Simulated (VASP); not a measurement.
# C (Cmme) in VASP: notebook, part 2 of 2

VASP 6.6.1. Earlier steps stand in the parts before.

## 3. Single point, PBEsol (9.66 Å³/atom)

INCAR

```
SYSTEM = C
ALGO = Normal
EDIFF = 1E-6
ENCUT = 520
GGA = PS
ISIF = 2
ISMEAR = 0
LASPH = .True.
LCHARG = .False.
LREAL = .False.
LWAVE = .False.
NBANDS = 16
NELM = 100
PREC = Accurate
SIGMA = 0.15
```

KPOINTS

```
k-points
0
Gamma
  21 21 6
  0 0 0
```

POSCAR

```
C
1.0
    1.1864746378     -2.1673225255      0.0000000000
    1.1864746378      2.1673225255      0.0000000000
    0.0000000000      0.0000000000      7.5103211586
C
4
Direct
    0.0833216498      0.9166783502      0.7498439858
    0.5833216498      0.4166783502      0.2501560142
    0.9166783502      0.0833216498      0.2501560142
    0.4166783502      0.5833216498      0.7498439858
```

Potentials or basis: VASP PAW PBE potentials, release 64 (C).

Command:

```bash
$ cat potpaw_PBE.64/C/POTCAR > POTCAR
$ mpirun -np 1 vasp_std > vasp.out
```

OUTCAR:

```text
SYSTEM = C
   EDIFF = 1E-6
   ENCUT = 520
   GGA = PS
   ISIF = 2
   ISMEAR = 0
   LASPH = .True.
   LREAL = .False.
   NELM = 100
   PREC = Accurate

 ion  position               nearest neighbor table
   1  0.083  0.917  0.750-   4 1.39   4 1.39   4 1.44
   2  0.583  0.417  0.250-   3 1.39   3 1.39   3 1.44
   3  0.917  0.083  0.250-   2 1.39   2 1.39   2 1.44
   4  0.417  0.583  0.750-   1 1.39   1 1.39   1 1.44

  LATTYP: Found a base centered orthorhombic cell.
 ALAT       =     2.3729492756
 B/A-ratio  =     1.8266909856
 C/A-ratio  =     3.1649733249

  Lattice vectors:

 A1 = (   1.1864746378,  -2.1673225255,   0.0000000000)
 A2 = (   1.1864746378,   2.1673225255,   0.0000000000)
 A3 = (   0.0000000000,   0.0000000000,   7.5103211586)

Analysis of symmetry for initial positions (statically):
=====================================================================
 Subroutine PRICEL returns:
 Original cell was already a primitive cell.

 Routine SETGRP: Setting up the symmetry group for a
 base centered orthorhombic supercell.

 Subroutine GETGRP returns: Found  8 space group operations
 (whereof  4 operations were pure point group operations)
 out of a pool of  8 trial point group operations.

The static configuration has the point symmetry C_2h.
 The point group associated with its full space group is D_2h.

Analysis of symmetry for dynamics (positions and initial velocities):
=====================================================================
 Subroutine PRICEL returns:
 Original cell was already a primitive cell.

 Routine SETGRP: Setting up the symmetry group for a
 base centered orthorhombic supercell.

 Subroutine GETGRP returns: Found  8 space group operations
 (whereof  4 operations were pure point group operations)
 out of a pool of  8 trial point group operations.

The dynamic configuration has the point symmetry C_2h.
 The point group associated with its full space group is D_2h.

 Subroutine INISYM returns: Found  8 space group operations
 (whereof  4 operations are pure point group operations),
 and found     1 'primitive' translations

----------------------------------------------------------------------------------------

                                     Primitive cell

  volume of cell :      38.6252

  direct lattice vectors                    reciprocal lattice vectors
     1.186474638 -2.167322525  0.000000000     0.421416509 -0.230699397  0.000000000
     1.186474638  2.167322525  0.000000000     0.421416509  0.230699397  0.000000000
     0.000000000  0.000000000  7.510321159     0.000000000  0.000000000  0.133150098

  length of vectors
     2.470831640  2.470831640  7.510321159     0.480431146  0.480431146  0.133150098

  position of ions in fractional coordinates (direct lattice)
     0.083321650  0.916678350  0.749843986
     0.583321650  0.416678350  0.250156014
     0.916678350  0.083321650  0.250156014
     0.416678350  0.583321650  0.749843986

  ion indices of the primitive-cell ions
   primitive index   ion index
                 1           1
                 2           2
                 3           3
                 4           4

----------------------------------------------------------------------------------------

 KPOINTS: k-points

Automatic generation of k-mesh.
 Grid dimensions read from file:
 generate k-points for:   21   21    6

 Generating k-lattice:

  Cartesian coordinates                     Fractional coordinates (reciprocal lattice)
     0.020067453 -0.010985686  0.000000000     0.047619048 -0.000000000  0.000000000
     0.020067453  0.010985686  0.000000000    -0.000000000  0.047619048  0.000000000
     0.000000000  0.000000000  0.022191683     0.000000000  0.000000000  0.166666667

  Length of vectors
     0.022877674  0.022877674  0.022191683

  Shift w.r.t. Gamma in fractional coordinates (k-lattice)
     0.000000000  0.000000000  0.000000000

 Subroutine IBZKPT returns following result:
 ===========================================

 Found    484 irreducible k-points:

 Following reciprocal coordinates:
            Coordinates               Weight
  0.000000  0.000000  0.000000      1.000000
  0.047619  0.000000  0.000000      4.000000
  0.095238 -0.000000  0.000000      4.000000
  0.142857  0.000000  0.000000      4.000000
  0.190476 -0.000000  0.000000      4.000000
  0.238095  0.000000  0.000000      4.000000
[... 16 lines left out ...]
 -0.428571  0.047619  0.000000      4.000000
 -0.380952  0.047619  0.000000      4.000000
 [... further k-points ...]
   k-points           NKPTS =    484   k-points in BZ     NKDIM =    484   number of bands    NBANDS=     16
   number of dos      NEDOS =    301   number of ions     NIONS =      4
   total plane-waves  NPLWV =  18144
   dimension x,y,z NGX =    18 NGY =   18 NGZ =   56
   dimension x,y,z NGXF=    36 NGYF=   36 NGZF=  112
   ions per type =               4
   NGX,Y,Z   is equivalent  to a cutoff of  12.11, 12.11, 12.40 a.u.
   NGXF,Y,Z  is equivalent  to a cutoff of  24.22, 24.22, 24.79 a.u.
 SYSTEM =  C
   PREC   = accura    normal or accurate (medium, high low for compatibility)
   ISTART =      0    job   : 0-new  1-cont  2-samecut
   ICHARG =      2    charge: 1-file 2-atom 10-const
   ISPIN  =      1    spin polarized calculation?
   LNONCOLLINEAR =      F non collinear calculations
   LSORBIT =      F    spin-orbit coupling
   LASPH  =      T    aspherical Exc in radial PAW
   ENCUT  =  520.0 eV  38.22 Ry    6.18 a.u.   4.59  4.59 13.96*2*pi/ulx,y,z
   NELM   =    100;   NELMIN=  2; NELMDL= -5     # of ELM steps
   EDIFF  = 0.1E-05   stopping-criterion for ELM
   LREAL  =      F    real-space projection
   EDIFFG = 0.1E-04   stopping-criterion for IOM
   NSW    =      0    number of steps for IOM
   IBRION =     -1    ionic relax: 0-MD 1-quasi-New 2-CG
   NFREE  =      0    steps in history (QN), initial steepest desc. (CG)
   ISIF   =      2    stress and relaxation
   ISYM   =      2    0-nonsym 1-usesym 2-fastsym
   POTIM  = 0.5000    time-step for ionic-motion
   TEBEG  =    0.0;   TEEND  =   0.0 temperature during run
   PSTRESS=    0.0 pullay stress
   NELECT =      16.0000    total number of electrons
   NUPDOWN=      -1.0000    fix difference up-down
   EMIN   =  10.00;   EMAX   =-10.00  energy-range for DOS
   EFERMI =   0.00;   METHOD = LEGACY
   ISMEAR =     0;   SIGMA  =   0.15  broadening in eV -4-tet -1-fermi 0-gaus
   EFERMI_NEDOS =   21; number of points for ismear=-14 and -15
   IALGO  =     38    algorithm
   IMIX   =      4    mixing-type and parameters
     AMIX     =   0.40;   BMIX     =  1.00
     AMIX_MAG =   1.60;   BMIX_MAG =  1.00
  volume/ion in A,a.u.               =       9.66        65.16
  Fermi-wavevector in a.u.,A,eV,Ry     =   1.220369  2.306164 20.263178  1.489302
  Thomas-Fermi vector in A             =   2.355589
   LORBIT       =      0    0 simple, 1 ext, 2 COOP (PROOUT), +10 PAW based schemes
   GGA     = PS    functional components
   LHFCALC =     F    Hartree Fock is set to
   AEXX    =    0.0000 exact exchange contribution
   IVDW    =     0    specifies the selected vdW correction
   LEPSILON=     F    determine dielectric tensor
   LRPA    =     F    only Hartree local field effects (RPA)
 non-spin polarized calculation
 Gauss-broadening in eV      SIGMA  =   0.15
  energy-cutoff  :      520.00
  volume of cell :       38.63
 maximum number of plane-waves:      1066
   NGX =  9   NGY =  9   NGZ = 27

 number of electron      16.0000001 magnetization

 Free energy of the ion-electron system (eV)
  ---------------------------------------------------
  ext. energy  EPLUGINS =         0.00000000
  ---------------------------------------------------
  free energy    TOTEN  =       -38.40519342 eV

  energy without entropy =      -38.40498926  energy(sigma->0) =      -38.40509134

 E-fermi :   3.9779     XC(G=0):  -9.8071

 val. band max:        3.8719822002   @ k =   0.3333   0.3333   0.0000
 cond. band min:       4.1430546760   @ k =   0.3333   0.3333   0.0000
 fundamental gap:      0.2710724757
 Fermi energy:         3.9779279893

 k-point     1 :       0.0000    0.0000    0.0000
  band No.  band energies     occupation
      1     -15.9556      2.00000
      2     -15.8364      2.00000
      3      -4.5356      2.00000
      4      -3.4625      2.00000
      5       0.7258      2.00000
      6       0.7339      2.00000
[... 433 lines left out ...]
      3      -6.2276      2.00000
      4      -6.1786      2.00000
      5      -2.6219      2.00000
      6      -2.6101      2.00000
[... 8 lines left out ...]
     15      19.1211      0.00000
     16      19.8565      0.00000

 [... further k-points ...]
[... 5 lines left out ...]
  --------------------------------------------------------------------------------------
  -------------------------------------------------------------------------------------
  Total        8.4669291     -2.4828664     -0.0246742      0.0000000     -0.0000000      0.0000000
  in kB      351.2092905   -102.9896127     -1.0234873      0.0000000     -0.0000000      0.0000000
  external PRESSURE =      82.3987302 kB  Pullay stress =       0.0000000 kB

 VOLUME and BASIS-vectors are now :
 -----------------------------------------------------------------------------
  energy-cutoff  :      520.00
  volume of cell :       38.63
      direct lattice vectors                 reciprocal lattice vectors
     1.186474638 -2.167322525  0.000000000     0.421416509 -0.230699397  0.000000000
     1.186474638  2.167322525  0.000000000     0.421416509  0.230699397  0.000000000
     0.000000000  0.000000000  7.510321159     0.000000000  0.000000000  0.133150098

 POSITION                                       TOTAL-FORCE (eV/Angst)
 -----------------------------------------------------------------------------------
      1.18647      1.80615      5.63157         0.000000     -0.706395      0.000106
      1.18647     -0.36117      1.87875         0.000000     -0.706395     -0.000106
      1.18647     -1.80615      1.87875         0.000000      0.706395     -0.000106
      1.18647      0.36117      5.63157         0.000000      0.706395      0.000106
 -----------------------------------------------------------------------------------
    total drift:                                0.000000     -0.000000     -0.000000

  FREE ENERGIE OF THE ION-ELECTRON SYSTEM (eV)
  ---------------------------------------------------
  free  energy   TOTEN  =       -38.4051934184 eV

  energy  without entropy=      -38.4049892632  energy(sigma->0) =      -38.40509134
```

OSZICAR:

```text
N       E                     dE             d eps       ncg     rms          rms(c)
DAV:   1     0.378154377075E+02    0.37815E+02   -0.78409E+03 15528   0.913E+02
DAV:   2    -0.380573372497E+02   -0.75873E+02   -0.68831E+02 21736   0.192E+02
DAV:   3    -0.410874139800E+02   -0.30301E+01   -0.30129E+01 20504   0.366E+01
DAV:   4    -0.411145068897E+02   -0.27093E-01   -0.27085E-01 19520   0.416E+00
DAV:   5    -0.411149522391E+02   -0.44535E-03   -0.44533E-03 20120   0.505E-01    0.944E+00
DAV:   6    -0.390609878548E+02    0.20540E+01   -0.14307E+00 18488   0.744E+00    0.547E+00
DAV:   7    -0.383962449394E+02    0.66474E+00   -0.17438E+00 19256   0.831E+00    0.144E+00
DAV:   8    -0.384062871582E+02   -0.10042E-01   -0.81360E-02 18296   0.170E+00    0.284E-01
DAV:   9    -0.384048757551E+02    0.14114E-02   -0.21279E-03 20008   0.318E-01    0.120E-01
DAV:  10    -0.384051769894E+02   -0.30123E-03   -0.99547E-04 16720   0.187E-01    0.815E-02
DAV:  11    -0.384051903114E+02   -0.13322E-04   -0.29588E-05 19536   0.368E-02    0.194E-02
DAV:  12    -0.384051928043E+02   -0.24928E-05   -0.24481E-06 17576   0.111E-02    0.319E-03
DAV:  13    -0.384051934184E+02   -0.61413E-06   -0.72535E-07 16984   0.602E-03
   1 F= -.38405193E+02 E0= -.38405091E+02  d E =-.204155E-03
```

stdout:

```text
POSCAR found type information on POSCAR C
 POSCAR found :  1 types and       4 ions
 scaLAPACK will be used
 -----------------------------------------------------------------------------
|                                                                             |
|                                                                             |
|     You enforced a specific xc type in the INCAR file but a different       |
|     I HOPE YOU KNOW WHAT YOU ARE DOING!                                     |
|                                                                             |
 -----------------------------------------------------------------------------

 LDA part: xc-table for (Slater+PW92), standard interpolation
 POSCAR, INCAR and KPOINTS ok, starting setup
 FFT: planning ... GRIDC
 FFT: planning ... GRID_SOFT
 FFT: planning ... GRID
 WAVECAR not read
 entering main loop
```

It took 4.7 min on 1 thread of Intel Xeon 8259CL, shared host; peak memory 0.31 GiB.

What came out:

* Free energy: -38.4052 eV
* Pressure: 8.2 GPa
* Largest force: 0.706 eV/Å

Forces in eV/Å, atoms in the order of the input:
```
C    0.000 -0.706  0.000
C    0.000 -0.706  0.000
C    0.000  0.706  0.000
C    0.000  0.706  0.000
```

Caveat: the cell stands under pressure; this functional lacks dispersion, which binds the layers, so the pressure and a relaxed spacing across them are unreliable; the PAW data sets were made with another functional, which shifts forces and pressure a little.

## 4. Single point, PBEsol (9.66 Å³/atom)

INCAR

```
PREC = Accurate
ENCUT = 520
EDIFF = 1E-6
ISMEAR = 0
SIGMA = 0.15
LREAL = F
LASPH = T
NELM = 80
ALGO = Normal
ISIF = 2
LWAVE = F
LCHARG = F
GGA = PS
NBANDS = 16
```

KPOINTS

```
Automatic mesh
0
Gamma
  21 21 6
```

POSCAR

```
C
1.0
    1.2740713870     -2.0914904847      0.0000000000
    1.2740713870      2.0914904847      0.0000000000
    0.0000000000      0.0000000000      7.2475439420
C
4
Direct
    0.0833216498      0.9166783502      0.7498439858
    0.5833216498      0.4166783502      0.2501560142
    0.9166783502      0.0833216498      0.2501560142
    0.4166783502      0.5833216498      0.7498439858
```

Command:

```bash
$ cat potpaw_PBE.64/C/POTCAR > POTCAR
$ mpirun -np 1 vasp_std > vasp.out
```

Run time: 4.4 min. Hardware: 1 thread of Intel Xeon 8259CL, shared host; peak memory 0.31 GiB.

It converged, with:

* Free energy: -38.4222 eV
* Pressure: -5.3 GPa
* Largest force: 0.638 eV/Å

Forces on the atoms (eV/Å):
```
C    0.000  0.638  0.000
C    0.000  0.638  0.000
C    0.000 -0.638  0.000
C    0.000 -0.638  0.000
```

Stress tensor (GPa, compression positive):
```
-29.66   0.00   0.00
  0.00  13.58   0.00
  0.00   0.00   0.08
```

Caveat: the cell stands under tension; this functional lacks dispersion, which binds the layers, so the pressure and a relaxed spacing across them are unreliable; the PAW data sets were made with another functional, which shifts forces and pressure a little.

## 5. Overview

```csv
cell,pressure (GPa),largest force (eV/Å)
"a = 2.445, b = 2.445, c = 7.183 Å, angles 90.0, 90.0, 115.9°, 4 atoms",-7.7,0.94
"a = 2.471, b = 2.471, c = 7.510 Å, angles 90.0, 90.0, 122.6°, 4 atoms",8.2,0.71
"a = 2.449, b = 2.449, c = 7.248 Å, angles 90.0, 90.0, 117.3°, 4 atoms",-5.3,0.64
```

Alike in all rows: task single point; level PBEsol; potentials or basis VASP PAW PBE potentials, release 64 (C); no spin polarisation; k mesh 21 × 21 × 6; cutoff (eV) 520; smearing gaussian 0.15 eV.

Caveats: this functional lacks dispersion, which binds the layers, so the pressure and a relaxed spacing across them are unreliable; the PAW data sets were made with another functional, which shifts forces and pressure a little; the cell stands under tension (at least some runs); the cell stands under pressure (at least some runs).

Total energies depend on the potentials used, so only differences within one code and one set of settings carry meaning.
